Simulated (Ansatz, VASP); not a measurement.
Two plane-wave programs on BaTiO3

```
CELL_PARAMETERS angstrom
3.92567 0.00000 0.00000
0.00000 3.92567 0.00000
0.00000 0.00000 4.13748
ATOMIC_POSITIONS crystal
Ba 0.50000 0.50000 0.58652
Ti 0.00000 0.00000 0.10440
O 0.00000 0.50000 0.06115
O 0.50000 0.00000 0.06115
O 0.00000 0.00000 0.54677
```

Change from the starting cell: equal strain along all axes, cell held, atoms relaxed: -1.5 %.

Alike in both runs: functional PBE; k mesh 8 × 8 × 6; occupations gaussian, width 0.02 eV; no spin polarisation.

Ansatz relaxed the structure, and its values are those at the end. VASP's run is a single point on that final structure, the one shown.

|  | VASP | Ansatz |
| --- | --- | --- |
| version | VASP 6.6.1 | Ansatz 0.2.0 |
| potentials or method | VASP PAW PBE potentials, release 64 (Ba_sv, Ti_sv, O), cutoff 520 eV | scalar-relativistic, plane waves, PAW |
| valence electrons in the cell | 40 | 40 |

```csv
,VASP,Ansatz,Ansatz less VASP
gap on the k mesh at the Fermi level (eV),1.84,1.90,+0.059
least direct gap on the mesh (eV),2.37,2.40,+0.031
pressure (GPa),8.3,6.4,-1.86
rms of the force components (eV/Å),0.027,0.001,-0.0265
```

Ansatz's warnings: stress scf threshold loose.

Spin-orbit coupling is off throughout.
